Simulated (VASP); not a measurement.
Write the native input for VASP 6.6.1 that does the following.

* Task: single point
* Functional: PBE
* Potentials or basis: VASP PAW PBE potentials, release 64 (Si, C)
* Cutoff: 520 eV
* k mesh: 10 × 10 × 10
* Occupations: gaussian, width 0.05 eV
* Spin: no spin polarisation
* Dipole correction: no
* Further INCAR settings: ALGO = Normal; EDIFF = 1e-07; NBANDS = 11

The structure of SiC lies in POSCAR:

```
SiC
1.0
    0.0082119903      2.1898640927      2.1898640927
    2.1980760830      0.0000000000      2.1980760830
    2.1898640927      2.1898640927      0.0082119903
Si C
1 1
Direct
    0.0000000000      0.0000000000      0.0000000000
    0.7500000000      0.7500000000      0.7500000000
```

This cell differs from its parent crystal: strain +0.0075 x Voigt [0, 0, 0, 0, 1, 0].

One way to write it, as run:

INCAR

```
SYSTEM = SiC
ALGO = Normal
EDIFF = 1E-7
ENCUT = 520
GGA = PE
ISIF = 2
ISMEAR = 0
LASPH = .TRUE.
LCHARG = .FALSE.
LREAL = .FALSE.
LWAVE = .FALSE.
NBANDS = 11
NELM = 60
PREC = Accurate
SIGMA = 0.05
```

KPOINTS

```
k-points
0
G
  10 10 10
  0 0 0
```

Potentials or basis: VASP PAW PBE potentials, release 64 (Si, C).

Run with:

```sh
$ cat potpaw_PBE.64/Si/POTCAR potpaw_PBE.64/C/POTCAR > POTCAR
$ mpirun -np 1 vasp_std > vasp.out
```

It gave:

The pressure is 0.0 GPa. The largest force is 0.057 eV/Å and the band gap on the k mesh is 1.35 eV (least direct gap 4.47 eV).

Caveat: the cell differs from its parent crystal (strain +0.0075 x Voigt [0, 0, 0, 0, 1, 0]).

Run time: 43 s on 1 thread of Intel Xeon 8259CL, with other jobs on the host, peak memory 0.16 GiB.
